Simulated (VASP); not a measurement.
Write the native input for VASP 6.6.1 that does the following.

```yaml
Task: electric field gradients
Functional: LDA
Potentials_or_basis: VASP PAW LDA potentials, release 64 (C_h)
Cutoff: 1000 eV
k_mesh: 20 × 20 × 20
Occupations: fermi-dirac, width 0.08 eV
Spin: no spin polarisation
Dipole_correction: no
Further_INCAR_settings: ALGO = Normal; EDIFF = 1e-08; NBANDS = 11
```

The structure of C lies in POSCAR:

```
C
1.0
    0.0000000000      1.7834000000      1.7655660000
    1.7834000000      0.0000000000      1.7655660000
    1.7834000000      1.7834000000      0.0000000000
C
2
Direct
    0.5000000000      0.5000000000      0.5000000000
    0.7500000000      0.7500000000      0.7500000000
```

This cell differs from its parent crystal: zz strain of -1 %.

The input as run:

INCAR

```
  PREC = Accurate
  ENCUT = 1000
  EDIFF = 1E-8
  ISMEAR = -1
  SIGMA = 0.08
  LREAL = F
  LASPH = T
  NELM = 120
  ALGO = Normal
  ISIF = 2
  LWAVE = F
  LCHARG = F
  LEFG = T
  NBANDS = 11
  GGA_COMPAT = F
```

KPOINTS

```
Automatic mesh
0
Gamma
  20 20 20
```

Potentials or basis: VASP PAW LDA potentials, release 64 (C_h).

Run with:

```console
$ cat potpaw_LDA.64/C_h/POTCAR > POTCAR
$ mpirun -np 1 vasp_std > vasp.out
```

It gave:

| Item | Value |
| --- | --- |
| Pressure | -7.8 GPa |
| Band gap on the k mesh | 3.87 eV (least direct gap 5.39 eV) |
| Largest electric field gradient by atom | C -0.4 V/Å² |

Caveat: the cell differs from its parent crystal (zz strain of -1 %); the stress differs along the axes, from -11 to -2 GPa; without QUAD_EFG the Cq values of the log hold for a quadrupole moment of 1 mb, not for the nuclei.

It took 72 s on 1 thread of Intel(R) Xeon(R) 6975P-C (Granite Rapids), with other jobs on the host, peak memory 0.26 GiB.
